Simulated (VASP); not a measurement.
# MgO (P1) in VASP: single point with PBEsol

Aim: the single point of MgO with PBEsol.

Everything below comes from runs of VASP 6.6.1. Logs are shortened: lines on timing, memory, paths and dates and some standing lists are left out, and cuts for length are marked.

**1. The cell of the first run**

The typed cell holds 64 atoms: a = 8.429 Å, b = 8.429 Å, c = 8.429 Å, α = 90.00°, β = 90.00°, γ = 90.00°.

**2. Single point, PBEsol**

INCAR reads:

```
SYSTEM = MgO
PREC = Accurate
ENCUT = 600
EDIFF = 1E-6
ISMEAR = -1
SIGMA = 0.05
LREAL = Auto
LASPH = .TRUE.
NELM = 120
ALGO = Normal
ISIF = 2
LWAVE = .FALSE.
LCHARG = .FALSE.
GGA = PS
ISYM = 0
NBANDS = 166
GGA_COMPAT = .FALSE.
```

KPOINTS reads:

```
Automatic mesh
0
Gamma
  1 1 1
  0.25 0.25 0.25
```

POSCAR reads:

```
MgO
1.0
    8.4288080000      0.0000000000      0.0000000000
    0.0000000000      8.4288080000      0.0000000000
    0.0000000000      0.0000000000      8.4288080000
O Mg
32 32
Direct
    0.2717400000      0.0143760000      0.9723810000
    0.2602620000      0.9861450000      0.4967540000
    0.2443200000      0.4917050000      0.0013180000
    0.2398690000      0.5024020000      0.4850130000
    0.7722230000      0.0170400000      0.0121880000
    0.7675170000      0.0036140000      0.5191390000
    0.7386670000      0.5065060000      0.9891950000
    0.7684740000      0.4915640000      0.4844050000
    0.9772600000      0.2468200000      0.9679180000
    0.0154950000      0.2376000000      0.4996370000
    0.9646480000      0.7455270000      0.9980940000
    0.0008600000      0.7668430000      0.4891900000
    0.4765590000      0.2506250000      0.0155970000
    0.4748790000      0.2384080000      0.4683370000
    0.5029950000      0.7592830000      0.0146650000
    0.4888670000      0.7452460000      0.5093330000
    0.0006920000      0.0120600000      0.2470610000
    0.9772950000      0.9950420000      0.7432900000
    0.0119860000      0.4948820000      0.2366120000
    0.0154780000      0.4995080000      0.7539280000
    0.4867090000      0.0063530000      0.2435530000
    0.4898430000      0.9978570000      0.7178610000
    0.4992320000      0.5038750000      0.2377040000
    0.4946570000      0.5202460000      0.7522970000
    0.2359830000      0.2289270000      0.2639550000
    0.2502240000      0.2449390000      0.7404690000
    0.2632870000      0.7524930000      0.2327940000
    0.2513730000      0.7648290000      0.7553280000
    0.7453480000      0.2414310000      0.2400930000
    0.7563130000      0.2580300000      0.7685440000
    0.7784840000      0.7679430000      0.2154950000
    0.7468280000      0.7765910000      0.7393520000
    0.9751500000      0.0318850000      0.0242490000
    0.9865820000      0.0014930000      0.5165690000
    0.9841280000      0.4901440000      0.0056000000
    0.0091780000      0.4930200000      0.4888910000
    0.4939640000      0.0040490000      0.9653630000
    0.5030250000      0.9884070000      0.4680320000
    0.5179150000      0.5075450000      0.9982870000
    0.5092930000      0.4744660000      0.5089230000
    0.2351160000      0.2583910000      0.9753010000
    0.2295830000      0.2372960000      0.5110800000
    0.2394390000      0.7353390000      0.9965410000
    0.2419070000      0.7497050000      0.4849100000
    0.7556570000      0.2843560000      0.0069600000
    0.7800620000      0.2426110000      0.4661050000
    0.7462800000      0.7709870000      0.9973440000
    0.7735380000      0.7771790000      0.4909470000
    0.2381960000      0.9765810000      0.2637910000
    0.2402840000      0.9888520000      0.7520220000
    0.2628710000      0.5152990000      0.2580590000
    0.2516780000      0.4945300000      0.7449420000
    0.7512240000      0.9806680000      0.2661220000
    0.7428740000      0.0043620000      0.7613700000
    0.7608420000      0.4854600000      0.2473560000
    0.7567180000      0.5082190000      0.7335200000
    0.9993430000      0.2736520000      0.2393690000
    0.0244550000      0.2666670000      0.7626230000
    0.0001030000      0.7546090000      0.2413790000
    0.0063200000      0.7671470000      0.7455660000
    0.5299910000      0.2593870000      0.2671170000
    0.5218520000      0.2389610000      0.7475630000
    0.5006510000      0.7331900000      0.2520190000
    0.5187690000      0.7322300000      0.7525340000
```

Potentials or basis: VASP PAW PBE potentials, release 64 (O, Mg).

Launch:

```
> cat potpaw_PBE.64/O/POTCAR potpaw_PBE.64/Mg/POTCAR > POTCAR
> mpirun -np 1 vasp_std > vasp.out
```

OUTCAR:

```text
SYSTEM = MgO
   PREC = Accurate
   ENCUT = 600
   EDIFF = 1E-6
   ISMEAR = -1
   LREAL = Auto
   LASPH = .TRUE.
   NELM = 120
   ISIF = 2
   GGA = PS
   ISYM = 0

 ion  position               nearest neighbor table
   1  0.272  0.014  0.972-  37 1.88  50 1.89  41 2.08  43 2.38  49 2.49  33 2.54
   2  0.260  0.986  0.497-  49 1.97  44 2.00  38 2.06  42 2.14  50 2.16  34 2.32
   3  0.244  0.492  0.001-  41 1.98  43 2.05  52 2.16  51 2.18  35 2.19  39 2.31
   4  0.240  0.502  0.485-  51 1.93  36 1.95  44 2.08  52 2.19  42 2.25  40 2.29
   5  0.772  0.017  0.012-  33 1.72  47 2.09  54 2.13  53 2.17  45 2.26  37 2.38
   6  0.768  0.004  0.519-  34 1.85  48 1.92  54 2.05  46 2.07  53 2.15  38 2.27
[... 76 lines left out ...]
  58  0.024  0.267  0.763-   9 1.78  26 1.92  20 1.97  10 2.23  30 2.26  18 2.33  41 2.52  52 2.72
                            42 2.75  35 2.80  50 2.97  33 2.99  36 3.00  56 3.05  45 3.07  34 3.07
  59  0.000  0.755  0.241-  31 1.88  11 2.07  12 2.09  17 2.17  19 2.19  27 2.22  49 2.75  53 2.84
                            48 2.85  43 2.89  44 2.89  47 2.97  33 2.98  35 2.99  51 3.00  55 3.04
  60  0.006  0.767  0.746-  18 1.94  28 2.07  12 2.16  11 2.16  32 2.19  20 2.26  50 2.72  34 2.77
                            43 2.90  48 2.91  44 2.97  54 2.99  56 3.03  47 3.05  52 3.09  36 3.17
  61  0.530  0.259  0.267-  14 1.77  29 1.84  23 2.09  13 2.17  21 2.17  25 2.49  46 2.70  55 2.73
                            40 2.73  38 2.85  45 2.91  53 3.00  39 3.09  51 3.12  42 3.27  37 3.35
  62  0.522  0.239  0.748-  30 1.99  22 2.07  26 2.29  13 2.29  24 2.38  14 2.39  37 2.71  54 2.72
                            40 2.83  45 2.97  56 3.01  41 3.09  39 3.10  52 3.13  38 3.17  42 3.17
  63  0.501  0.733  0.252-  23 1.94  15 2.01  27 2.01  16 2.17  21 2.31  31 2.38  51 2.72  38 2.82
                            39 2.87  44 2.94  53 2.97  47 3.00  49 3.02  55 3.03  40 3.07  48 3.08
  64  0.519  0.732  0.753-  24 1.80  32 1.96  16 2.07  15 2.23  28 2.27  22 2.27  56 2.76  39 2.81
                            47 2.84  37 2.92  54 2.97  40 2.99  52 3.01  48 3.10  43 3.13  50 3.19

IMPORTANT INFORMATION: All symmetrisations will be switched off!
NOSYMM: (Re-)initialisation of all symmetry stuff for point group C_1.

----------------------------------------------------------------------------------------

                                     Primitive cell

  volume of cell :     598.8230

  direct lattice vectors                    reciprocal lattice vectors
     8.428808000  0.000000000  0.000000000     0.118640738  0.000000000  0.000000000
     0.000000000  8.428808000  0.000000000     0.000000000  0.118640738  0.000000000
     0.000000000  0.000000000  8.428808000     0.000000000  0.000000000  0.118640738

  length of vectors
     8.428808000  8.428808000  8.428808000     0.118640738  0.118640738  0.118640738

  position of ions in fractional coordinates (direct lattice)
     0.271740000  0.014376000  0.972381000
     0.260262000  0.986145000  0.496754000
     0.244320000  0.491705000  0.001318000
     0.239869000  0.502402000  0.485013000
     0.772223000  0.017040000  0.012188000
     0.767517000  0.003614000  0.519139000
[... 56 lines left out ...]
     0.500651000  0.733190000  0.252019000
     0.518769000  0.732230000  0.752534000

  ion indices of the primitive-cell ions
   primitive index   ion index
                 1           1
                 2           2
                 3           3
                 4           4
                 5           5
                 6           6
[... 56 lines left out ...]
                63          63
                64          64

----------------------------------------------------------------------------------------

 KPOINTS: Automatic mesh

Automatic generation of k-mesh.
 Grid dimensions read from file:
 generate k-points for:    1    1    1

 Generating k-lattice:

  Cartesian coordinates                     Fractional coordinates (reciprocal lattice)
     0.118640738  0.000000000  0.000000000     1.000000000  0.000000000  0.000000000
     0.000000000  0.118640738  0.000000000     0.000000000  1.000000000  0.000000000
     0.000000000  0.000000000  0.118640738     0.000000000  0.000000000  1.000000000

  Length of vectors
     0.118640738  0.118640738  0.118640738

  Shift w.r.t. Gamma in fractional coordinates (k-lattice)
     0.250000000  0.250000000  0.250000000

 Subroutine IBZKPT returns following result:
 ===========================================

 Found      4 irreducible k-points:

 Following reciprocal coordinates:
            Coordinates               Weight
  0.250000  0.250000  0.250000      2.000000
 -0.250000  0.250000  0.250000      2.000000
 -0.250000 -0.250000  0.250000      2.000000
  0.250000 -0.250000  0.250000      2.000000
   k-points           NKPTS =      4   k-points in BZ     NKDIM =      4   number of bands    NBANDS=    166
   number of dos      NEDOS =    301   number of ions     NIONS =     64
   total plane-waves  NPLWV = 343000
   dimension x,y,z NGX =    70 NGY =   70 NGZ =   70
   dimension x,y,z NGXF=   140 NGYF=  140 NGZF=  140
   ions per type =              32  32
   NGX,Y,Z   is equivalent  to a cutoff of  13.81, 13.81, 13.81 a.u.
   NGXF,Y,Z  is equivalent  to a cutoff of  27.61, 27.61, 27.61 a.u.
 SYSTEM =  MgO
   PREC   = accura    normal or accurate (medium, high low for compatibility)
   ISTART =      0    job   : 0-new  1-cont  2-samecut
   ICHARG =      2    charge: 1-file 2-atom 10-const
   ISPIN  =      1    spin polarized calculation?
   LNONCOLLINEAR =      F non collinear calculations
   LSORBIT =      F    spin-orbit coupling
   LASPH  =      T    aspherical Exc in radial PAW
   ENCUT  =  600.0 eV  44.10 Ry    6.64 a.u.  16.83 16.83 16.83*2*pi/ulx,y,z
   NELM   =    120;   NELMIN=  2; NELMDL= -5     # of ELM steps
   EDIFF  = 0.1E-05   stopping-criterion for ELM
   LREAL  =      T    real-space projection
   EDIFFG = 0.1E-04   stopping-criterion for IOM
   NSW    =      0    number of steps for IOM
   IBRION =     -1    ionic relax: 0-MD 1-quasi-New 2-CG
   NFREE  =      0    steps in history (QN), initial steepest desc. (CG)
   ISIF   =      2    stress and relaxation
   ISYM   =      0    0-nonsym 1-usesym 2-fastsym
   POTIM  = 0.5000    time-step for ionic-motion
   TEBEG  =    0.0;   TEEND  =   0.0 temperature during run
   PSTRESS=    0.0 pullay stress
   NELECT =     256.0000    total number of electrons
   NUPDOWN=      -1.0000    fix difference up-down
   EMIN   =  10.00;   EMAX   =-10.00  energy-range for DOS
   EFERMI =   0.00;   METHOD = LEGACY
   ISMEAR =    -1;   SIGMA  =   0.05  broadening in eV -4-tet -1-fermi 0-gaus
   EFERMI_NEDOS =   21; number of points for ismear=-14 and -15
   IALGO  =     38    algorithm
   IMIX   =      4    mixing-type and parameters
     AMIX     =   0.40;   BMIX     =  1.00
     AMIX_MAG =   1.60;   BMIX_MAG =  1.00
  volume/ion in A,a.u.               =       9.36        63.14
  Fermi-wavevector in a.u.,A,eV,Ry     =   1.233262  2.330527 20.693577  1.520935
  Thomas-Fermi vector in A             =   2.367999
   LORBIT       =      0    0 simple, 1 ext, 2 COOP (PROOUT), +10 PAW based schemes
   GGA     = PS    functional components
   LHFCALC =     F    Hartree Fock is set to
   AEXX    =    0.0000 exact exchange contribution
   IVDW    =     0    specifies the selected vdW correction
   LEPSILON=     F    determine dielectric tensor
   LRPA    =     F    only Hartree local field effects (RPA)
 non-spin polarized calculation
  energy-cutoff  :      600.00
  volume of cell :      598.82
 maximum number of plane-waves:     19987
 NGX is ok and might be reduce to    70
   NGX = 33   NGY = 33   NGZ = 33

 number of electron     256.0000000 magnetization

 Free energy of the ion-electron system (eV)
  ---------------------------------------------------
  ext. energy  EPLUGINS =         0.00000000
  ---------------------------------------------------
  free energy    TOTEN  =      -382.07123556 eV

  energy without entropy =     -382.07123556  energy(sigma->0) =     -382.07123556

 E-fermi :   5.5765     XC(G=0): -11.2765

 val. band max:        4.3937081955   @ k =   0.2500  -0.2500   0.2500
 cond. band min:       7.8263053340   @ k =  -0.2500   0.2500   0.2500
 fundamental gap:      3.4325971385
 Fermi energy:         5.5764599613

 k-point     1 :       0.2500    0.2500    0.2500
  band No.  band energies     occupation
      1     -14.8829      2.00000
      2     -14.4227      2.00000
      3     -14.3027      2.00000
      4     -14.1275      2.00000
      5     -14.0751      2.00000
      6     -14.0114      2.00000
[... 132 lines left out ...]
    139      10.8408      0.00000
    140      11.0220      0.00000

 k-point     2 :      -0.2500    0.2500    0.2500
  band No.  band energies     occupation
      1     -14.8826      2.00000
      2     -14.4223      2.00000
      3     -14.3064      2.00000
      4     -14.1338      2.00000
      5     -14.0765      2.00000
      6     -13.9861      2.00000
[... 132 lines left out ...]
    139      10.8219      0.00000
    140      10.9870      0.00000

 k-point     3 :      -0.2500   -0.2500    0.2500
  band No.  band energies     occupation
      1     -14.8822      2.00000
      2     -14.4361      2.00000
      3     -14.2638      2.00000
      4     -14.1773      2.00000
      5     -14.0697      2.00000
      6     -13.9831      2.00000
[... 132 lines left out ...]
    139      10.9073      0.00000
    140      11.0219      0.00000

 k-point     4 :       0.2500   -0.2500    0.2500
  band No.  band energies     occupation
      1     -14.8826      2.00000
      2     -14.4349      2.00000
      3     -14.2624      2.00000
      4     -14.1770      2.00000
      5     -14.0605      2.00000
      6     -14.0080      2.00000
[... 132 lines left out ...]
    139      10.8417      0.00000
    140      11.0178      0.00000
 [bands above 140 left out]

------------------------ aborting loop because EDIFF is reached ----------------------------------------

  FORCE on cell =-STRESS in cart. coord.  units (eV):
  Direction    XX          YY          ZZ          XY          YZ          ZX
  --------------------------------------------------------------------------------------
  -------------------------------------------------------------------------------------
  Total       42.3052278     30.6881343     31.6251752      0.9631712     -2.8493534     -1.8271044
  in kB      113.1894989     82.1074540     84.6145481      2.5770069     -7.6235704     -4.8884982
  external PRESSURE =      93.3038337 kB  Pullay stress =       0.0000000 kB

 VOLUME and BASIS-vectors are now :
 -----------------------------------------------------------------------------
  energy-cutoff  :      600.00
  volume of cell :      598.82
      direct lattice vectors                 reciprocal lattice vectors
     8.428808000  0.000000000  0.000000000     0.118640738  0.000000000  0.000000000
     0.000000000  8.428808000  0.000000000     0.000000000  0.118640738  0.000000000
     0.000000000  0.000000000  8.428808000     0.000000000  0.000000000  0.118640738

 POSITION                                       TOTAL-FORCE (eV/Angst)
 -----------------------------------------------------------------------------------
      2.29044      0.12117      8.19601        -3.077759     -0.738618      1.601068
      2.19370      8.31203      4.18704        -1.718845     -0.007806      0.540170
      2.05933      4.14449      0.01111        -0.279748      0.942944     -0.429695
      2.02181      4.23465      4.08808         0.721429      0.274013      1.504702
      6.50892      0.14363      0.10273        -5.833742     -0.661536     -1.144535
      6.46925      0.03046      4.37572        -2.658783      0.920571     -2.849270
[... 56 lines left out ...]
      4.21989      6.17992      2.12422         0.428519      1.925791     -0.293109
      4.37260      6.17183      6.34296        -1.965800      3.921092     -0.865452
 -----------------------------------------------------------------------------------
    total drift:                                0.015928      0.006513     -0.019118

  FREE ENERGIE OF THE ION-ELECTRON SYSTEM (eV)
  ---------------------------------------------------
  free  energy   TOTEN  =      -382.0712355620 eV

  energy  without entropy=     -382.0712355619  energy(sigma->0) =     -382.07123556
```

Wall time 28 min (1 thread of AMD EPYC 9755, shared host); peak memory 0.8 GiB.

Results:

* Free energy: -382.0712 eV
* Pressure: 9.3 GPa
* Largest force: 6.776 eV/Å
* Band gap on the k mesh: 3.43 eV

Forces in eV/Å, atoms in the order of the input:
```
O   -3.078 -0.739  1.601
O   -1.719 -0.008  0.540
O   -0.280  0.943 -0.430
O    0.721  0.274  1.505
O   -5.834 -0.662 -1.145
O   -2.659  0.921 -2.849
O    1.901  0.451  0.781
O   -0.709 -0.012  0.449
O    1.970  2.245  4.335
O   -3.508  1.549  0.091
O    4.160 -0.412 -0.628
O    0.391 -1.663 -0.161
O    2.388  0.943 -1.729
O    1.894  1.329  4.624
O    0.430 -0.774 -1.820
O    1.566 -0.846 -1.891
O   -0.600 -0.846  1.188
O    2.170  1.031  1.028
O   -1.568  1.223  0.962
O   -1.310  0.765 -1.000
O    2.170 -1.336  0.120
O    1.857  0.672  1.862
O    1.569 -0.580  1.378
O    0.813 -3.674 -0.707
O   -0.602  1.591 -1.133
O    0.499  1.005  0.205
O   -1.847 -1.098  0.980
O   -0.696 -2.564 -0.247
O    2.781  1.435  0.467
O   -1.039  0.548 -1.934
O   -2.519 -2.381  4.520
O    0.505 -2.881  0.170
Mg   4.247 -2.297 -1.785
Mg   3.138  0.690 -1.122
Mg   1.433  2.356 -1.863
Mg  -0.011  0.339  0.793
Mg   0.092  0.337  2.738
Mg  -1.523  0.629  2.747
Mg  -2.955 -0.721  0.099
Mg  -1.057  1.594 -0.768
Mg   2.411 -1.394  2.892
Mg   3.411 -0.685 -2.594
Mg   0.498  1.125 -0.760
Mg   1.190  0.249  1.792
Mg  -2.262 -3.865 -1.678
Mg  -0.543 -0.306  3.181
Mg  -0.683 -0.069 -0.964
Mg  -1.868 -2.206  0.984
Mg   1.295  3.820 -1.378
Mg   0.794  0.923 -1.320
Mg  -0.346 -2.560 -1.735
Mg   0.417  1.308  0.192
Mg  -0.385  2.528 -2.530
Mg   0.745  1.149 -0.340
Mg  -0.926  2.641 -0.219
Mg   0.619 -0.410  0.793
Mg   2.651 -3.652  0.689
Mg  -2.681 -1.453 -3.593
Mg   0.684  0.082 -0.802
Mg  -0.380 -1.110  1.202
Mg  -4.689 -1.382 -4.693
Mg  -1.599  0.041  0.065
Mg   0.429  1.926 -0.293
Mg  -1.966  3.921 -0.865
```

Caveat: the cell stands under pressure; the PAW data sets were made with another functional, which shifts forces and pressure a little; a shifted mesh leaves out Γ, where band edges can lie.
